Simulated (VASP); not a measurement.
# K2S (Fm-3m) in VASP: notebook, part 2 of 2

VASP 6.6.1. Earlier steps stand in the parts before.

### 3 Single point, PBEsol

INCAR

```
SYSTEM = K2S
ALGO     = Normal         ! electronic algorithm
EDIFF    = 1E-6           ! SCF threshold, eV
ENCUT    = 500            ! plane-wave cutoff, eV
GGA      = PS             ! functional
GGA_COMPAT= .FALSE.      
ISIF     = 2              ! what is computed and relaxed
ISMEAR   = 1              ! smearing method
LASPH    = .TRUE.         ! aspherical terms in the spheres
LCHARG   = .FALSE.        ! write CHGCAR
LREAL    = .FALSE.        ! projectors in reciprocal space
LWAVE    = .FALSE.        ! write WAVECAR
NBANDS   = 19             ! bands
NELM     = 120            ! most SCF steps
PREC     = Accurate       ! precision mode
SIGMA    = 0.5            ! smearing width, eV
```

KPOINTS

```
k-points
0
G
  4 4 4
  0 0 0
```

POSCAR

```
K2S
1.0
    0.0000000000      3.7027186978      3.7027186978
    3.7027186978      0.0000000000      3.7027186978
    3.7027186978      3.7027186978      0.0000000000
K S
2 1
Direct
    0.2500000000      0.2500000000      0.2500000000
    0.7500000000      0.7500000000      0.7500000000
    0.0000000000      0.0000000000      0.0000000000
```

Potentials or basis: VASP PAW PBE potentials, release 64 (K_sv, S).

On the command line:

```
> cat potpaw_PBE.64/K_sv/POTCAR potpaw_PBE.64/S/POTCAR > POTCAR
> mpirun -np 1 vasp_std > vasp.out
```

OUTCAR:

```text
SYSTEM = K2S
   EDIFF = 1E-6
   ENCUT = 500
   GGA = PS
   ISIF = 2
   ISMEAR = 1
   LASPH = .TRUE.
   LREAL = .FALSE.
   NELM = 120
   PREC = Accurate

 ion  position               nearest neighbor table
   1  0.250  0.250  0.250-   3 3.21   3 3.21   3 3.21   3 3.21   2 3.70   2 3.70   2 3.70   2 3.70
                             2 3.70   2 3.70
   2  0.750  0.750  0.750-   3 3.21   3 3.21   3 3.21   3 3.21   1 3.70   1 3.70   1 3.70   1 3.70
                             1 3.70   1 3.70
   3  0.000  0.000  0.000-   2 3.21   2 3.21   2 3.21   1 3.21   2 3.21   1 3.21   1 3.21   1 3.21

  LATTYP: Found a face centered cubic cell.
 ALAT       =     7.4054373956

  Lattice vectors:

 A1 = (   0.0000000000,   3.7027186978,   3.7027186978)
 A2 = (   3.7027186978,   0.0000000000,   3.7027186978)
 A3 = (   3.7027186978,   3.7027186978,   0.0000000000)

Analysis of symmetry for initial positions (statically):
=====================================================================
 Subroutine PRICEL returns:
 Original cell was already a primitive cell.

 Routine SETGRP: Setting up the symmetry group for a
 face centered cubic supercell.

 Subroutine GETGRP returns: Found 48 space group operations
 (whereof 48 operations were pure point group operations)
 out of a pool of 48 trial point group operations.

The static configuration has the point symmetry O_h .

Analysis of symmetry for dynamics (positions and initial velocities):
=====================================================================
 Subroutine PRICEL returns:
 Original cell was already a primitive cell.

 Routine SETGRP: Setting up the symmetry group for a
 face centered cubic supercell.

 Subroutine GETGRP returns: Found 48 space group operations
 (whereof 48 operations were pure point group operations)
 out of a pool of 48 trial point group operations.
[... 101 lines left out ...]
   ISMEAR =     1;   SIGMA  =   0.50  broadening in eV -4-tet -1-fermi 0-gaus
   EFERMI_NEDOS =   21; number of points for ismear=-14 and -15
   IALGO  =     38    algorithm
   IMIX   =      4    mixing-type and parameters
     AMIX     =   0.40;   BMIX     =  1.00
     AMIX_MAG =   1.60;   BMIX_MAG =  1.00
  volume/ion in A,a.u.               =      33.84       228.38
  Fermi-wavevector in a.u.,A,eV,Ry     =   1.012235  1.912846 13.940787  1.024619
  Thomas-Fermi vector in A             =   2.145332
   LORBIT       =      0    0 simple, 1 ext, 2 COOP (PROOUT), +10 PAW based schemes
   GGA     = PS    functional components
   LHFCALC =     F    Hartree Fock is set to
   AEXX    =    0.0000 exact exchange contribution
   IVDW    =     0    specifies the selected vdW correction
   LEPSILON=     F    determine dielectric tensor
   LRPA    =     F    only Hartree local field effects (RPA)
 non-spin polarized calculation
 Methfessel and Paxton  Order N= 1 SIGMA  =   0.50
  energy-cutoff  :      500.00
  volume of cell :      101.53
 maximum number of plane-waves:      2637
 NGX is ok and might be reduce to    40
   NGX = 19   NGY = 19   NGZ = 19

 number of electron      23.9999996 magnetization

 Free energy of the ion-electron system (eV)
  ---------------------------------------------------
  ext. energy  EPLUGINS =         0.00000000
  ---------------------------------------------------
  free energy    TOTEN  =        -9.80131939 eV

  energy without entropy =       -9.88479740  energy(sigma->0) =       -9.82914540

 E-fermi :  -0.1504     XC(G=0):  -7.5038

 val. band max:       -0.4585749430   @ k =   0.5000   0.5000   0.0000
 cond. band min:       1.8237794154   @ k =   0.0000   0.0000   0.0000
 fundamental gap:      2.2823543584
 Fermi energy:        -0.1503713845

 k-point     1 :       0.0000    0.0000    0.0000
  band No.  band energies     occupation
      1     -29.4813      2.00000
      2     -29.3967      2.00000
      3     -13.1438      2.00000
      4     -13.1438      2.00000
      5     -13.1438      2.00000
      6     -12.9001      2.00000
[... 153 lines left out ...]
      6     -13.0384      2.00000
[... 11 lines left out ...]
     18       6.8022     -0.00000
     19       7.3145     -0.00000

------------------------ aborting loop because EDIFF is reached ----------------------------------------

  FORCE on cell =-STRESS in cart. coord.  units (eV):
  Direction    XX          YY          ZZ          XY          YZ          ZX
  --------------------------------------------------------------------------------------
  -------------------------------------------------------------------------------------
  Total       -0.3394159     -0.3394159     -0.3394159      0.0000000     -0.0000000     -0.0000000
  in kB       -5.3561244     -5.3561244     -5.3561244      0.0000000     -0.0000000     -0.0000000
  external PRESSURE =      -5.3561244 kB  Pullay stress =       0.0000000 kB

 VOLUME and BASIS-vectors are now :
 -----------------------------------------------------------------------------
  energy-cutoff  :      500.00
  volume of cell :      101.53
      direct lattice vectors                 reciprocal lattice vectors
     0.000000000  3.702718698  3.702718698    -0.135035913  0.135035913  0.135035913
     3.702718698  0.000000000  3.702718698     0.135035913 -0.135035913  0.135035913
     3.702718698  3.702718698  0.000000000     0.135035913  0.135035913 -0.135035913

 POSITION                                       TOTAL-FORCE (eV/Angst)
 -----------------------------------------------------------------------------------
      1.85136      1.85136      1.85136         0.000000     -0.000000      0.000000
      5.55408      5.55408      5.55408         0.000000     -0.000000     -0.000000
      0.00000      0.00000      0.00000        -0.000000      0.000000     -0.000000
 -----------------------------------------------------------------------------------
    total drift:                               -0.000000     -0.000000      0.000000

  FREE ENERGIE OF THE ION-ELECTRON SYSTEM (eV)
  ---------------------------------------------------
  free  energy   TOTEN  =        -9.8013193945 eV

  energy  without entropy=       -9.8847974024  energy(sigma->0) =       -9.82914540
```

OSZICAR:

```text
N       E                     dE             d eps       ncg     rms          rms(c)
DAV:   1     0.156816960375E+03    0.15682E+03   -0.10669E+04   304   0.105E+03
DAV:   2     0.173852464497E+01   -0.15508E+03   -0.15086E+03   342   0.297E+02
DAV:   3    -0.108220508743E+02   -0.12561E+02   -0.12555E+02   541   0.690E+01
DAV:   4    -0.111198439143E+02   -0.29779E+00   -0.29742E+00   437   0.990E+00
DAV:   5    -0.111294082924E+02   -0.95644E-02   -0.95639E-02   485   0.125E+00    0.509E+00
DAV:   6    -0.987632418071E+01    0.12531E+01   -0.34882E+00   396   0.727E+00    0.469E+00
DAV:   7    -0.979581892363E+01    0.80505E-01   -0.82867E-01   397   0.302E+00    0.335E+00
DAV:   8    -0.981456979204E+01   -0.18751E-01   -0.26106E-01   345   0.202E+00    0.119E+00
DAV:   9    -0.979729825068E+01    0.17272E-01   -0.86720E-02   389   0.864E-01    0.537E-01
DAV:  10    -0.980310941302E+01   -0.58112E-02   -0.12722E-02   334   0.432E-01    0.242E-01
DAV:  11    -0.980114582413E+01    0.19636E-02   -0.85886E-03   362   0.280E-01    0.130E-01
DAV:  12    -0.980122211807E+01   -0.76294E-04   -0.16563E-03   350   0.123E-01    0.132E-01
DAV:  13    -0.980131638799E+01   -0.94270E-04   -0.41475E-04   334   0.668E-02    0.257E-02
DAV:  14    -0.980131843424E+01   -0.20463E-05   -0.29781E-05   333   0.190E-02    0.107E-02
DAV:  15    -0.980131939446E+01   -0.96022E-06   -0.23800E-06   311   0.697E-03
   1 F= -.98013194E+01 E0= -.98291454E+01  d E =0.834780E-01
```

Run time: 22 s. Hardware: 1 thread of AMD EPYC 9R45 (Zen 5), shared host; peak memory 0.2 GiB.

What came out:

- Free energy: -9.8013 eV
- Pressure: -0.5 GPa
- Band gap on the k mesh: 2.28 eV, indirect (least direct gap 2.48 eV)

Levels at points of the mesh, in eV from the valence-band top:
```
           k point  band 9  band 10  band 11  band 12  band 13  band 14  band 15  band 16
(0.00, 0.00, 0.00)   -9.59    -0.20    -0.20    -0.20     2.28     5.42     5.42     7.46
(0.50, 0.00, 0.00)   -9.38    -0.63    -0.07    -0.07     4.63     4.94     5.77     5.77
(0.50, 0.50, 0.00)   -9.34    -0.76     0.00     0.00     3.42     5.23     6.56     6.58
```

Caveat: the PAW data sets were made with another functional, which shifts forces and pressure a little. A k mesh can miss the band edges.

### 4 Single point, PBEsol+D4

INCAR

```
ALGO     = Normal         # electronic algorithm
EDIFF    = 1E-6           # SCF threshold, eV
ENCUT    = 500            # plane-wave cutoff, eV
GGA      = PS             # functional
GGA_COMPAT= False        
ISIF     = 2              # what is computed and relaxed
ISMEAR   = 0              # smearing method
IVDW     = 13             # dispersion correction
LASPH    = True           # aspherical terms in the spheres
LCHARG   = False          # write CHGCAR
LREAL    = False          # projectors in reciprocal space
LWAVE    = False          # write WAVECAR
NBANDS   = 19             # bands
NELM     = 120            # most SCF steps
PREC     = Accurate       # precision mode
SIGMA    = 0.01           # smearing width, eV
```

KPOINTS

```
k-points
0
Gamma
  4 4 4
```

POSCAR is that of step 3.

On the command line:

```
> cat potpaw_PBE.64/K_sv/POTCAR potpaw_PBE.64/S/POTCAR > POTCAR
> mpirun -np 1 vasp_std > vasp.out
```

Wall time 21 s (1 thread of AMD EPYC 9R45 (Zen 5), shared host); peak memory 0.2 GiB.

It converged, with:

* Free energy: -10.0383 eV
* Pressure: -0.8 GPa
* Band gap on the k mesh: 2.28 eV, indirect (least direct gap 2.48 eV)
* Dispersion energy per atom: -0.059 eV

Levels at points of the mesh, in eV from the valence-band top:
```csv
k point,band 9,band 10,band 11,band 12,band 13,band 14,band 15,band 16
"(0.00, 0.00, 0.00)",-9.59,-0.20,-0.20,-0.20,2.28,5.41,5.41,7.45
"(0.50, 0.00, 0.00)",-9.38,-0.64,-0.07,-0.07,4.63,4.94,5.76,5.76
"(0.50, 0.50, 0.00)",-9.33,-0.76,0.00,0.00,3.42,5.22,6.55,6.57
```

Caveat: the PAW data sets were made with another functional, which shifts forces and pressure a little.

### 5 Single point, PBEsol

INCAR

```
PREC = Accurate
ENCUT = 500
EDIFF = 1E-6
ISMEAR = 1
SIGMA = 0.2
LREAL = False
LASPH = True
NELM = 120
ALGO = Normal
ISIF = 2
LWAVE = False
LCHARG = False
GGA = PS
NBANDS = 19
GGA_COMPAT = False
```

KPOINTS

```
Automatic mesh
0
Gamma
  4 4 4
```

POSCAR is that of step 4.

On the command line:

```
> cat potpaw_PBE.64/K_sv/POTCAR potpaw_PBE.64/S/POTCAR > POTCAR
> mpirun -np 1 vasp_std > vasp.out
```

Run time: 20 s. Hardware: 1 thread of AMD EPYC 9R45 (Zen 5), shared host; peak memory 0.19 GiB.

Results (log left out):

- Free energy: -9.8443 eV
- Pressure: -0.5 GPa
- Band gap on the k mesh: 2.28 eV, indirect (least direct gap 2.48 eV)

Levels at points of the mesh, in eV from the valence-band top:
```
           k point  band 10  band 11  band 12  band 13  band 14  band 15
(0.00, 0.00, 0.00)    -0.20    -0.20    -0.20     2.28     5.42     5.42
(0.50, 0.00, 0.00)    -0.64    -0.07    -0.07     4.63     4.94     5.77
(0.50, 0.50, 0.00)    -0.76     0.00     0.00     3.42     5.23     6.55
```

Caveat: the PAW data sets were made with another functional, which shifts forces and pressure a little. A k mesh can miss the band edges.

### 6 Summary

| level | smearing | gap on the mesh (eV) | pressure (GPa) |
| --- | --- | --- | --- |
| PBEsol | methfessel-paxton 0.05 eV | 2.28 | -0.5 |
| PBEsol | methfessel-paxton 0.5 eV | 2.28 | -0.5 |
| PBEsol+D4 | gaussian 0.01 eV | 2.28 | -0.8 |
| PBEsol | methfessel-paxton 0.2 eV | 2.28 | -0.5 |

Alike in all rows: task single point; potentials or basis VASP PAW PBE potentials, release 64 (K_sv, S); no spin polarisation; cell as given; k mesh 4 × 4 × 4; cutoff (eV) 500.

On the cell as given the gap runs from 2.28 eV (PBEsol+D4) to 2.28 eV (PBEsol). The pressure there spans -0.8 GPa (PBEsol+D4) to -0.5 GPa (PBEsol); a positive pressure means that this level wants a larger cell, a negative one a smaller.

Caveats: the PAW data sets were made with another functional, which shifts forces and pressure a little.

Total energies depend on the potentials used, so only differences within one code and one set of settings carry meaning.
